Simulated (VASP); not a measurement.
# Al in VASP: single point with LDA

Aim: the single point of Al with LDA.

Everything below comes from runs of VASP 6.6.1. Logs are shortened: lines on timing, memory, paths and dates and some standing lists are left out, and cuts for length are marked.

## 1. The cell of the first run

The cell holds a sublattice, 2 atoms: a = 6.084 Å, b = 6.084 Å, c = 4.337 Å, α = 90.00°, β = 90.00°, γ = 141.57°.

## 2. Single point, LDA

Input file INCAR:

```
SYSTEM = Al
  PREC = Accurate
  ENCUT = 400
  EDIFF = 1E-6
  ISMEAR = 0
  SIGMA = 0.1
  LREAL = .FALSE.
  LASPH = .TRUE.
  NELM = 120
  ALGO = Normal
  ISIF = 2
  LWAVE = .FALSE.
  LCHARG = .FALSE.
  GGA = CA
  NBANDS = 10
  GGA_COMPAT = .FALSE.
```

Input file KPOINTS:

```
Automatic mesh
0
G
  10 10 8
  0 0 0
```

Input file POSCAR:

```
Al
1.0
    2.0020447520     -5.7449723259      0.0000000000
    2.0020447520      5.7449723259      0.0000000000
    0.0000000000      0.0000000000      4.3371641300
Al
2
Direct
    0.4318146300      0.5681853700      0.7500000000
    0.5681853700      0.4318146300      0.2500000000
```

Potentials or basis: VASP PAW LDA potentials, release 64 (Al).

Run with:

```bash
cat potpaw_LDA.64/Al/POTCAR > POTCAR
mpirun -np 1 vasp_std > vasp.out
```

OUTCAR:

```text
SYSTEM = Al
   PREC = Accurate
   ENCUT = 400
   EDIFF = 1E-6
   ISMEAR = 0
   LREAL = .FALSE.
   LASPH = .TRUE.
   NELM = 120
   ISIF = 2
   GGA = CA

 ion  position               nearest neighbor table
   1  0.432  0.568  0.750-   2 2.68   2 2.68
   2  0.568  0.432  0.250-   1 2.68   1 2.68

  LATTYP: Found a base centered orthorhombic cell.
 ALAT       =     4.0040895040
 B/A-ratio  =     2.8695524014
 C/A-ratio  =     1.0831836116

  Lattice vectors:

 A1 = (   2.0020447520,  -5.7449723259,   0.0000000000)
 A2 = (   2.0020447520,   5.7449723259,   0.0000000000)
 A3 = (   0.0000000000,   0.0000000000,   4.3371641300)

Analysis of symmetry for initial positions (statically):
=====================================================================
 Subroutine PRICEL returns:
 Original cell was already a primitive cell.

 Routine SETGRP: Setting up the symmetry group for a
 base centered orthorhombic supercell.

 Subroutine GETGRP returns: Found  8 space group operations
 (whereof  4 operations were pure point group operations)
 out of a pool of  8 trial point group operations.

The static configuration has the point symmetry C_2h.
 The point group associated with its full space group is D_2h.

Analysis of symmetry for dynamics (positions and initial velocities):
=====================================================================
 Subroutine PRICEL returns:
 Original cell was already a primitive cell.

 Routine SETGRP: Setting up the symmetry group for a
 base centered orthorhombic supercell.

 Subroutine GETGRP returns: Found  8 space group operations
 (whereof  4 operations were pure point group operations)
 out of a pool of  8 trial point group operations.

The dynamic configuration has the point symmetry C_2h.
 The point group associated with its full space group is D_2h.

 Subroutine INISYM returns: Found  8 space group operations
 (whereof  4 operations are pure point group operations),
 and found     1 'primitive' translations

----------------------------------------------------------------------------------------

                                     Primitive cell

  volume of cell :      99.7694

  direct lattice vectors                    reciprocal lattice vectors
     2.002044752 -5.744972326  0.000000000     0.249744667 -0.087032621  0.000000000
     2.002044752  5.744972326  0.000000000     0.249744667  0.087032621  0.000000000
     0.000000000  0.000000000  4.337164130     0.000000000  0.000000000  0.230565404

  length of vectors
[... 90 lines left out ...]
   POTIM  = 0.5000    time-step for ionic-motion
   TEBEG  =    0.0;   TEEND  =   0.0 temperature during run
   PSTRESS=    0.0 pullay stress
   NELECT =       6.0000    total number of electrons
   NUPDOWN=      -1.0000    fix difference up-down
   EMIN   =  10.00;   EMAX   =-10.00  energy-range for DOS
   EFERMI =   0.00;   METHOD = LEGACY
   ISMEAR =     0;   SIGMA  =   0.10  broadening in eV -4-tet -1-fermi 0-gaus
   EFERMI_NEDOS =   21; number of points for ismear=-14 and -15
   IALGO  =     38    algorithm
   IMIX   =      4    mixing-type and parameters
     AMIX     =   0.40;   BMIX     =  1.00
     AMIX_MAG =   1.60;   BMIX_MAG =  1.00
  volume/ion in A,a.u.               =      49.88       336.64
  Fermi-wavevector in a.u.,A,eV,Ry     =   0.641396  1.212062  5.597280  0.411388
  Thomas-Fermi vector in A             =   1.707721
   LORBIT       =      0    0 simple, 1 ext, 2 COOP (PROOUT), +10 PAW based schemes
   GGA     = CA    functional components
   LHFCALC =     F    Hartree Fock is set to
   AEXX    =    0.0000 exact exchange contribution
   IVDW    =     0    specifies the selected vdW correction
   LEPSILON=     F    determine dielectric tensor
   LRPA    =     F    only Hartree local field effects (RPA)
 non-spin polarized calculation
 Gauss-broadening in eV      SIGMA  =   0.10
  energy-cutoff  :      400.00
  volume of cell :       99.77
 maximum number of plane-waves:      1838
   NGX = 19   NGY = 19   NGZ = 15

 number of electron       6.0000000 magnetization

 Free energy of the ion-electron system (eV)
  ---------------------------------------------------
  ext. energy  EPLUGINS =         0.00000000
  ---------------------------------------------------
  free energy    TOTEN  =        -4.96986113 eV

  energy without entropy =       -4.96131538  energy(sigma->0) =       -4.96558826

 E-fermi :  -0.0626     XC(G=0):  -6.4535

 val. band max:       -0.0646680983   @ k =   0.3000  -0.0000   0.2500
 cond. band min:      -0.0478547763   @ k =   0.4000   0.3000   0.5000
 fundamental gap:      0.0168133221
 Fermi energy:        -0.0625813684

 k-point     1 :       0.0000    0.0000    0.0000
  band No.  band energies     occupation
      1      -6.5607      2.00000
      2      -1.8432      2.00000
      3       0.3179      0.00000
      4       0.3281      0.00000
      5       2.3851      0.00000
      6       2.6409      0.00000
      7       5.1356      0.00000
      8       5.4268      0.00000
      9       5.6334      0.00000
     10       7.2134      0.00000
[... 287 lines left out ...]
 k-point    24 :       0.4000    0.3000    0.0000
  band No.  band energies     occupation
      1      -5.9342      2.00000
      2      -2.2282      2.00000
      3      -0.6669      2.00000
      4       0.7270      0.00000
      5       2.5798      0.00000
      6       3.0983      0.00000
      7       3.2667      0.00000
      8       5.2948      0.00000
      9       6.2840      0.00000
     10       6.6748      0.00000

 [... further k-points ...]

------------------------ aborting loop because EDIFF is reached ----------------------------------------

  FORCE on cell =-STRESS in cart. coord.  units (eV):
  Direction    XX          YY          ZZ          XY          YZ          ZX
  --------------------------------------------------------------------------------------
  -------------------------------------------------------------------------------------
  Total       -3.0820776     -1.5261387     -1.8517064      0.0000000      0.0000000      0.0000000
  in kB      -49.4944591    -24.5079522    -29.7361768      0.0000000      0.0000000      0.0000000
  external PRESSURE =     -34.5795294 kB  Pullay stress =       0.0000000 kB

 VOLUME and BASIS-vectors are now :
 -----------------------------------------------------------------------------
  energy-cutoff  :      400.00
  volume of cell :       99.77
      direct lattice vectors                 reciprocal lattice vectors
     2.002044752 -5.744972326  0.000000000     0.249744667 -0.087032621  0.000000000
     2.002044752  5.744972326  0.000000000     0.249744667  0.087032621  0.000000000
     0.000000000  0.000000000  4.337164130     0.000000000  0.000000000  0.230565404

 POSITION                                       TOTAL-FORCE (eV/Angst)
 -----------------------------------------------------------------------------------
      2.00204      0.78345      3.25287         0.000000     -0.255570     -0.000000
      2.00204     -0.78345      1.08429         0.000000      0.255570      0.000000
 -----------------------------------------------------------------------------------
    total drift:                               -0.000000     -0.000000     -0.000000

  FREE ENERGIE OF THE ION-ELECTRON SYSTEM (eV)
  ---------------------------------------------------
  free  energy   TOTEN  =        -4.9698611284 eV

  energy  without entropy=       -4.9613153819  energy(sigma->0) =       -4.96558826
```

OSZICAR:

```text
N       E                     dE             d eps       ncg     rms          rms(c)
DAV:   1     0.208458702970E+01    0.20846E+01   -0.15693E+03  3100   0.333E+02
DAV:   2    -0.490410330823E+01   -0.69887E+01   -0.67470E+01  4050   0.410E+01
DAV:   3    -0.513406032069E+01   -0.22996E+00   -0.22764E+00  3914   0.696E+00
DAV:   4    -0.513723897113E+01   -0.31787E-02   -0.31779E-02  3848   0.952E-01
DAV:   5    -0.513732500117E+01   -0.86030E-04   -0.86029E-04  3982   0.143E-01    0.169E+00
DAV:   6    -0.500008868664E+01    0.13724E+00   -0.18432E-01  3370   0.119E+00    0.831E-01
DAV:   7    -0.496936726316E+01    0.30721E-01   -0.13250E-01  3556   0.110E+00    0.161E-01
DAV:   8    -0.496987835863E+01   -0.51110E-03   -0.11228E-02  3314   0.487E-01    0.731E-02
DAV:   9    -0.496985903906E+01    0.19320E-04   -0.38089E-04  3596   0.947E-02    0.300E-02
DAV:  10    -0.496986016993E+01   -0.11309E-05   -0.30956E-05  3516   0.279E-02    0.767E-03
DAV:  11    -0.496986112842E+01   -0.95849E-06   -0.72526E-06  3460   0.104E-02
   1 F= -.49698611E+01 E0= -.49655883E+01  d E =-.854575E-02
```

Run time: 86 s. Hardware: 1 thread of Intel Xeon Platinum 8375C at 2.90GHz (Ice Lake), shared host; peak memory 0.21 GiB.

Results:

| Property | Result |
| --- | --- |
| Free energy | -4.9699 eV |
| Pressure | -3.5 GPa |
| Largest force | 0.256 eV/Å |
| Band gap on the k mesh | zero (bands 3 and 4 overlap by 1.27 eV) |

Forces on the atoms (eV/Å):
```
Al   0.000 -0.256  0.000
Al   0.000  0.256  0.000
```
